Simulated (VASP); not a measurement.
# Zn (Fm-3m) in VASP: settings compared, part 2 of 3

VASP 6.6.1.

## (4) Single point, PBEsol

This run uses another cell than the first one, of 13.35 Å³/atom, 0.880 times its volume.

Contents of INCAR:

```
PREC = Accurate ; ENCUT = 500
EDIFF = 1E-6 ; ISMEAR = 1
SIGMA = 0.05 ; LREAL = F
LASPH = T ; NELM = 120
ALGO = Normal ; ISIF = 2
LWAVE = F ; LCHARG = F
GGA = PS ; NBANDS = 12
GGA_COMPAT = F
```

Contents of KPOINTS:

```
Automatic mesh
0
Gamma
  12 12 12
```

Contents of POSCAR:

```
Zn
1.0
    0.0000000000      1.8828133482      1.8828133482
    1.8828133482      0.0000000000      1.8828133482
    1.8828133482      1.8828133482      0.0000000000
Zn
1
Direct
    0.0000000000      0.0000000000      0.0000000000
```

Potentials or basis: VASP PAW PBE potentials, release 64 (Zn).

Run with:

```bash
> cat potpaw_PBE.64/Zn/POTCAR > POTCAR
> mpirun -np 1 vasp_std > vasp.out
```

OUTCAR:

```text
PREC = Accurate
   ENCUT = 500
   EDIFF = 1E-6
   ISMEAR = 1
   LREAL = F
   LASPH = T
   NELM = 120
   ISIF = 2
   GGA = PS

 ion  position               nearest neighbor table
   1  0.000  0.000  0.000-

  LATTYP: Found a face centered cubic cell.
 ALAT       =     3.7656266964

  Lattice vectors:

 A1 = (   0.0000000000,   1.8828133482,   1.8828133482)
 A2 = (   1.8828133482,   0.0000000000,   1.8828133482)
 A3 = (   1.8828133482,   1.8828133482,   0.0000000000)

Analysis of symmetry for initial positions (statically):
=====================================================================
 Subroutine PRICEL returns:
 Original cell was already a primitive cell.

 Routine SETGRP: Setting up the symmetry group for a
 face centered cubic supercell.

 Subroutine GETGRP returns: Found 48 space group operations
 (whereof 48 operations were pure point group operations)
 out of a pool of 48 trial point group operations.

The static configuration has the point symmetry O_h .

Analysis of symmetry for dynamics (positions and initial velocities):
=====================================================================
 Subroutine PRICEL returns:
 Original cell was already a primitive cell.

 Routine SETGRP: Setting up the symmetry group for a
 face centered cubic supercell.

 Subroutine GETGRP returns: Found 48 space group operations
 (whereof 48 operations were pure point group operations)
 out of a pool of 48 trial point group operations.

The dynamic configuration has the point symmetry O_h .

 Subroutine INISYM returns: Found 48 space group operations
 (whereof 48 operations are pure point group operations),
 and found     1 'primitive' translations

----------------------------------------------------------------------------------------

                                     Primitive cell

  volume of cell :      13.3491

  direct lattice vectors                    reciprocal lattice vectors
     0.000000000  1.882813348  1.882813348    -0.265560046  0.265560046  0.265560046
     1.882813348  0.000000000  1.882813348     0.265560046 -0.265560046  0.265560046
     1.882813348  1.882813348  0.000000000     0.265560046  0.265560046 -0.265560046

  length of vectors
     2.662700172  2.662700172  2.662700172     0.459963493  0.459963493  0.459963493

  position of ions in fractional coordinates (direct lattice)
     0.000000000  0.000000000  0.000000000

  ion indices of the primitive-cell ions
   primitive index   ion index
                 1           1

----------------------------------------------------------------------------------------

 KPOINTS: Automatic mesh

Automatic generation of k-mesh.
 Grid dimensions read from file:
 generate k-points for:   12   12   12

 Generating k-lattice:

  Cartesian coordinates                     Fractional coordinates (reciprocal lattice)
    -0.022130004  0.022130004  0.022130004     0.083333333  0.000000000  0.000000000
     0.022130004 -0.022130004  0.022130004     0.000000000  0.083333333  0.000000000
     0.022130004  0.022130004 -0.022130004     0.000000000  0.000000000  0.083333333

  Length of vectors
     0.038330291  0.038330291  0.038330291

  Shift w.r.t. Gamma in fractional coordinates (k-lattice)
     0.000000000  0.000000000  0.000000000

 Subroutine IBZKPT returns following result:
 ===========================================

 Found     72 irreducible k-points:

 Following reciprocal coordinates:
            Coordinates               Weight
  0.000000  0.000000  0.000000      1.000000
  0.083333  0.000000  0.000000      8.000000
  0.166667  0.000000  0.000000      8.000000
  0.250000  0.000000  0.000000      8.000000
  0.333333  0.000000  0.000000      8.000000
  0.416667  0.000000  0.000000      8.000000
[... 16 lines left out ...]
  0.500000  0.166667  0.000000     24.000000
 -0.416667  0.166667  0.000000     24.000000
 [... further k-points ...]
   k-points           NKPTS =     72   k-points in BZ     NKDIM =     72   number of bands    NBANDS=     12
   number of dos      NEDOS =    301   number of ions     NIONS =      1
   total plane-waves  NPLWV =   8000
   dimension x,y,z NGX =    20 NGY =   20 NGZ =   20
   dimension x,y,z NGXF=    40 NGYF=   40 NGZF=   40
   ions per type =               1
   NGX,Y,Z   is equivalent  to a cutoff of  12.49, 12.49, 12.49 a.u.
   NGXF,Y,Z  is equivalent  to a cutoff of  24.97, 24.97, 24.97 a.u.
 SYSTEM =  unknown system
   PREC   = accura    normal or accurate (medium, high low for compatibility)
   ISTART =      0    job   : 0-new  1-cont  2-samecut
   ICHARG =      2    charge: 1-file 2-atom 10-const
   ISPIN  =      1    spin polarized calculation?
   LNONCOLLINEAR =      F non collinear calculations
   LSORBIT =      F    spin-orbit coupling
   LASPH  =      T    aspherical Exc in radial PAW
   ENCUT  =  500.0 eV  36.75 Ry    6.06 a.u.   4.85  4.85  4.85*2*pi/ulx,y,z
   NELM   =    120;   NELMIN=  2; NELMDL= -5     # of ELM steps
   EDIFF  = 0.1E-05   stopping-criterion for ELM
   LREAL  =      F    real-space projection
   EDIFFG = 0.1E-04   stopping-criterion for IOM
   NSW    =      0    number of steps for IOM
   IBRION =     -1    ionic relax: 0-MD 1-quasi-New 2-CG
   NFREE  =      0    steps in history (QN), initial steepest desc. (CG)
   ISIF   =      2    stress and relaxation
   ISYM   =      2    0-nonsym 1-usesym 2-fastsym
   POTIM  = 0.5000    time-step for ionic-motion
   TEBEG  =    0.0;   TEEND  =   0.0 temperature during run
   PSTRESS=    0.0 pullay stress
   NELECT =      12.0000    total number of electrons
   NUPDOWN=      -1.0000    fix difference up-down
   EMIN   =  10.00;   EMAX   =-10.00  energy-range for DOS
   EFERMI =   0.00;   METHOD = LEGACY
   ISMEAR =     1;   SIGMA  =   0.05  broadening in eV -4-tet -1-fermi 0-gaus
   EFERMI_NEDOS =   21; number of points for ismear=-14 and -15
   IALGO  =     38    algorithm
   IMIX   =      4    mixing-type and parameters
     AMIX     =   0.40;   BMIX     =  1.00
     AMIX_MAG =   1.60;   BMIX_MAG =  1.00
  volume/ion in A,a.u.               =      13.35        90.08
  Fermi-wavevector in a.u.,A,eV,Ry     =   1.579979  2.985727 33.964681  2.496334
  Thomas-Fermi vector in A             =   2.680276
   LORBIT       =      0    0 simple, 1 ext, 2 COOP (PROOUT), +10 PAW based schemes
   GGA     = PS    functional components
   LHFCALC =     F    Hartree Fock is set to
   AEXX    =    0.0000 exact exchange contribution
   IVDW    =     0    specifies the selected vdW correction
   LEPSILON=     F    determine dielectric tensor
   LRPA    =     F    only Hartree local field effects (RPA)
 non-spin polarized calculation
 Methfessel and Paxton  Order N= 1 SIGMA  =   0.05
  energy-cutoff  :      500.00
  volume of cell :       13.35
 maximum number of plane-waves:       347
   NGX =  9   NGY =  9   NGZ =  9

 number of electron      12.0000003 magnetization

 Free energy of the ion-electron system (eV)
  ---------------------------------------------------
  ext. energy  EPLUGINS =         0.00000000
  ---------------------------------------------------
  free energy    TOTEN  =        -1.53739040 eV

  energy without entropy =       -1.53721052  energy(sigma->0) =       -1.53733044

 E-fermi :   3.8301     XC(G=0): -12.4168

 val. band max:        3.8253515688   @ k =  -0.4167   0.2500   0.0000
 cond. band min:       4.0040284525   @ k =  -0.4167   0.0833   0.0000
 fundamental gap:      0.1786768837
 Fermi energy:         3.8301177380

 k-point     1 :       0.0000    0.0000    0.0000
  band No.  band energies     occupation
      1      -7.5716      2.00000
      2      -4.0969      2.00000
      3      -4.0969      2.00000
      4      -4.0969      2.00000
      5      -3.6094      2.00000
      6      -3.6094      2.00000
      7      23.7717      0.00000
      8      23.9581      0.00000
      9      23.9581      0.00000
     10      23.9581      0.00000
     11      26.5778      0.00000
     12      26.5778      0.00000

 k-point     2 :       0.0833    0.0000    0.0000
  band No.  band energies     occupation
      1      -7.3430      2.00000
      2      -4.1197      2.00000
      3      -4.0677      2.00000
      4      -4.0677      2.00000
      5      -3.6178      2.00000
      6      -3.6178      2.00000
      7      20.3738      0.00000
      8      23.2372      0.00000
      9      23.2372      0.00000
     10      23.7564      0.00000
     11      27.6943      0.00000
     12      27.6943      0.00000
[... 316 lines left out ...]
 k-point    24 :      -0.4167    0.1667    0.0000
  band No.  band energies     occupation
      1      -4.7881      2.00000
      2      -4.2222      2.00000
      3      -3.9238      2.00000
      4      -3.7011      2.00000
      5      -3.3103      2.00000
      6       1.2784      2.00000
      7       3.6334      2.00000
      8      14.1269      0.00000
      9      18.1564      0.00000
     10      20.4452      0.00000
     11      28.1269      0.00000
     12      29.2913      0.00000

 [... further k-points ...]
[... 5 lines left out ...]
  --------------------------------------------------------------------------------------
  -------------------------------------------------------------------------------------
  Total        0.4971488      0.4971488      0.4971488     -0.0000000     -0.0000000      0.0000000
  in kB       59.6685137     59.6685137     59.6685137     -0.0000000     -0.0000000      0.0000000
  external PRESSURE =      59.6685137 kB  Pullay stress =       0.0000000 kB

 VOLUME and BASIS-vectors are now :
 -----------------------------------------------------------------------------
  energy-cutoff  :      500.00
  volume of cell :       13.35
      direct lattice vectors                 reciprocal lattice vectors
     0.000000000  1.882813348  1.882813348    -0.265560046  0.265560046  0.265560046
     1.882813348  0.000000000  1.882813348     0.265560046 -0.265560046  0.265560046
     1.882813348  1.882813348  0.000000000     0.265560046  0.265560046 -0.265560046

 POSITION                                       TOTAL-FORCE (eV/Angst)
 -----------------------------------------------------------------------------------
      0.00000      0.00000      0.00000         0.000000      0.000000      0.000000
 -----------------------------------------------------------------------------------
    total drift:                               -0.000000     -0.000000     -0.000000

  FREE ENERGIE OF THE ION-ELECTRON SYSTEM (eV)
  ---------------------------------------------------
  free  energy   TOTEN  =        -1.5373903991 eV

  energy  without entropy=       -1.5372105151  energy(sigma->0) =       -1.53733044
```

Run time: 5.8 s. Hardware: 1 thread of AMD EPYC 9R45 (Zen 5), shared host; peak memory 0.09 GiB.

What came out:

```yaml
Free_energy: -1.5374 eV
Pressure: 6.0 GPa
Band_gap_on_the_k_mesh: zero (band 6 reaches 6.20 eV, above the bottom of band 7 at 2.72 eV)
```

Levels at points of the mesh, in eV from the Fermi level:
| k point | band 2 | band 3 | band 4 | band 5 | band 6 | band 7 | band 8 | band 9 | band 10 | band 11 |
| --- | --- | --- | --- | --- | --- | --- | --- | --- | --- | --- |
| (0.00, 0.00, 0.00) | -7.93 | -7.93 | -7.93 | -7.44 | -7.44 | 19.94 | 20.13 | 20.13 | 20.13 | 22.75 |
| (0.50, 0.00, 0.00) | -7.93 | -7.93 | -7.08 | -7.08 | -3.44 | -1.11 | 16.83 | 16.83 | 18.37 | 20.40 |
| (0.50, 0.50, 0.00) | -8.72 | -7.10 | -6.99 | -6.99 | -1.31 | 2.26 | 9.12 | 9.12 | 13.00 | 14.75 |

Caveat: the PAW data sets were made with another functional, which shifts forces and pressure a little.

## (5) Single point, BLYP

Contents of INCAR:

```
SYSTEM = Zn
PREC = Accurate
ENCUT = 500
EDIFF = 1E-6
ISMEAR = -5
SIGMA = 0.05
LREAL = .False.
LASPH = .True.
NELM = 120
ALGO = Normal
ISIF = 2
LWAVE = .False.
LCHARG = .False.
GGA = B5
ALDAX = 1.0
AGGAX = 1.0
AGGAC = 1.0
ALDAC = 0.0
NBANDS = 12
GGA_COMPAT = .False.
```

Contents of KPOINTS:

```
Automatic mesh
0
Gamma
  12 12 12
  0 0 0
```

Contents of POSCAR:

```
Zn
1.0
    0.0000000000      1.9647760000      1.9647760000
    1.9647760000      0.0000000000      1.9647760000
    1.9647760000      1.9647760000      0.0000000000
Zn
1
Direct
    0.0000000000      0.0000000000      0.0000000000
```

Run with:

```bash
> cat potpaw_PBE.64/Zn/POTCAR > POTCAR
> mpirun -np 1 vasp_std > vasp.out
```

It took 10 s on 1 thread of AMD EPYC 9R45 (Zen 5), shared host; peak memory 0.1 GiB.

Results (log left out):

- Free energy: -0.3033 eV
- Pressure: 6.3 GPa
- Band gap on the k mesh: zero (band 6 reaches 5.85 eV, above the bottom of band 7 at 2.05 eV)

Levels at points of the mesh, in eV from the Fermi level:
| k point | band 2 | band 3 | band 4 | band 5 | band 6 | band 7 | band 8 | band 9 | band 10 | band 11 |
| --- | --- | --- | --- | --- | --- | --- | --- | --- | --- | --- |
| (0.00, 0.00, 0.00) | -7.80 | -7.80 | -7.80 | -7.42 | -7.42 | 18.05 | 18.05 | 18.05 | 19.25 | 21.14 |
| (0.50, 0.00, 0.00) | -7.80 | -7.80 | -7.14 | -7.14 | -2.74 | -1.49 | 15.01 | 15.01 | 17.91 | 19.13 |
| (0.50, 0.50, 0.00) | -8.39 | -7.15 | -7.06 | -7.06 | -0.92 | 1.65 | 8.37 | 8.37 | 12.32 | 13.39 |

Caveat: the PAW data sets were made with another functional, which shifts forces and pressure a little; tetrahedron occupations give inexact forces and stress in metals.

[end of part 2 of 3]
